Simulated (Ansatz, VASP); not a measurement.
# Nb: VASP beside Ansatz

File INCAR:

```
PREC = Accurate
ENCUT = 520
EDIFF = 1E-8
ISMEAR = -1
SIGMA = 0.08
LREAL = F
LASPH = T
NELM = 60
ALGO = Normal
ISIF = 2
LWAVE = F
LCHARG = F
GGA = PE
LEFG = T
NBANDS = 12
```

File KPOINTS:

```
Automatic mesh
0
Gamma
  13 13 13
```

File POSCAR:

```
Nb
1.0
    0.0000000000      2.0791456158      2.0791456158
    2.0791456158      0.0000000000      2.0791456158
    2.0791456158      2.0791456158      0.0000000000
Nb
1
Direct
    0.0000000000      0.0000000000      0.0000000000
```

Input for Ansatz:

```yaml
crystal:
  lattice:
    - [0.0, 2.0791456158, 2.0791456158]
    - [2.0791456158, 0.0, 2.0791456158]
    - [2.0791456158, 2.0791456158, 0.0]
  atoms:
    - { symbol: Nb, position: [0.0, 0.0, 0.0] }
kpoints:
  mp_grid: { grid: [13, 13, 13] }
scf:
  occupations: { method: fermi_dirac, width: 0.08 }
hamiltonian:
  xc: pbe
  pseudopotentials: { kind: all_electron, datasets: crystal }
output:
  forces: true
  stress: true
  eigenvalues: true
  efg: { contact_densities: true }
```

Change from the starting cell: volume scaled by 0.95, crystal datasets.

Alike in both runs: task electric field gradients; functional PBE; k mesh 13 × 13 × 13; occupations fermi-dirac, width 0.08 eV; no spin polarisation.

```csv
,VASP,Ansatz
version,VASP 6.6.1,Ansatz 0.2.0
potentials or method,"VASP PAW PBE potentials, release 64 (Nb_sv), cutoff 520 eV","all-electron PAW with datasets made for the crystal, scalar-relativistic"
```

Ansatz gave:

```
pressure (GPa) : 7.9
```

**Question.** What did VASP give for the same quantities?

**Answer.** Pressure (GPa): 7.6.

Ansatz ran all-electron here, and VASP with PAW potentials.
